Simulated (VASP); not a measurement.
A run of VASP 6.6.1 is set up as follows.

The input INCAR:

```
SYSTEM = Ga3Sn
PREC = Accurate ; ENCUT = 520
EDIFF = 1E-6 ; ISMEAR = -1
SIGMA = 0.1 ; LREAL = .False.
LASPH = .True. ; NELM = 60
ALGO = Normal ; ISIF = 2
LWAVE = .False. ; LCHARG = .True.
GGA = PS ; LELF = .True.
LVHAR = .True. ; NBANDS = 34
```

Contents of KPOINTS:

```
Automatic mesh
0
Gamma
  6 6 6
  0 0 0
```

POSCAR

```
Ga3Sn
1.0
    0.0000000000      3.4666295400      3.4666295400
    3.4666295400      0.0000000000      3.4666295400
    3.4666295400      3.4666295400      0.0000000000
Ga Sn
3 1
Direct
    0.2500000000      0.2500000000      0.2500000000
    0.7500000000      0.7500000000      0.7500000000
    0.5000000000      0.5000000000      0.5000000000
    0.0000000000      0.0000000000      0.0000000000
```

Potentials or basis: VASP PAW PBE potentials, release 64 (Ga_d, Sn_d).

Launch:

```bash
$ cat potpaw_PBE.64/Ga_d/POTCAR potpaw_PBE.64/Sn_d/POTCAR > POTCAR
$ mpirun -np 1 vasp_std > vasp.out
```

**Question.** Estimate the pressure.

**Answer.** -1.8 GPa.

Caveat: the PAW data sets were made with another functional, which shifts forces and pressure a little.
